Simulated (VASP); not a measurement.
Set up this calculation in VASP 6.6.1, as the native input.

* Task: relaxation of cell and atoms
* Functional: r2SCAN
* Potentials or basis: VASP PAW PBE potentials, release 64 (B, N)
* Cutoff: 660 eV
* k mesh: 7 × 7 × 7
* Occupations: gaussian, width 0.01 eV
* Spin: no spin polarisation
* Dipole correction: no
* Further INCAR settings: ALGO = Normal; EDIFF = 1e-07; IBRION = 2; EDIFFG = -0.02; NSW = 60; ISIF = 3

The system is BN (Qingsongite).

```
B N
1.0
     0.00000    1.80750    1.80750
     1.80750    0.00000    1.80750
     1.80750    1.80750    0.00000
B N
1 1
Direct
  0.00000 0.00000 0.00000
  0.25000 0.25000 0.25000
```

These files were run (other wordings do the same):

POSCAR

```
BN
1.0
    0.0000000000      1.8075000000      1.8075000000
    1.8075000000      0.0000000000      1.8075000000
    1.8075000000      1.8075000000      0.0000000000
B N
1 1
Direct
    0.0000000000      0.0000000000      0.0000000000
    0.2500000000      0.2500000000      0.2500000000
```

INCAR.step1

```
SYSTEM = BN
ALGO = Normal ; EDIFF = 1E-5
EDIFFG = -0.005 ; ENCUT = 660
GGA = PE ; GGA_COMPAT = .FALSE.
IBRION = 2 ; ISIF = 3
ISMEAR = 0 ; LASPH = .TRUE.
LCHARG = .FALSE. ; LREAL = .FALSE.
LWAVE = .TRUE. ; NELM = 120
NELMIN = 4 ; NSW = 100
PREC = Accurate ; SIGMA = 0.01
```

INCAR.step2

```
SYSTEM = BN
ALGO = Normal ; EDIFF = 1E-7
EDIFFG = -0.02 ; ENCUT = 660
GGA_COMPAT = .FALSE. ; IBRION = 2
ISIF = 3 ; ISMEAR = 0
ISTART = 1 ; LASPH = .TRUE.
LCHARG = .FALSE. ; LMIXTAU = .TRUE.
LREAL = .FALSE. ; LWAVE = .FALSE.
METAGGA = R2SCAN ; NELM = 120
NELMIN = 4 ; NSW = 60
PREC = Accurate ; SIGMA = 0.01
```

KPOINTS

```
k-points
0
G
  7 7 7
  0 0 0
```

Potentials or basis: VASP PAW PBE potentials, release 64 (B, N).

Command:

```bash
$ cat potpaw_PBE.64/B/POTCAR potpaw_PBE.64/N/POTCAR > POTCAR
$ cp INCAR.step1 INCAR
$ mpirun -np 1 vasp_std > vasp.out
$ cp INCAR.step2 INCAR
$ mpirun -np 1 vasp_std > vasp.out
```

It gave:

| Item | Value |
| --- | --- |
| Pressure after relaxing | -0.5 GPa |
| Band gap on the k mesh | 5.24 eV, indirect (least direct gap 9.53 eV) |

Caveat: the k points lie up to 0.43 Å⁻¹ apart in the final cell; the relaxation stopped at its first step, so nothing moved; the PAW data sets were made with another functional, which shifts forces and pressure a little.

Run time: 26 s on 1 thread of Intel Xeon 8259CL, on a shared host, peak memory 0.13 GiB.
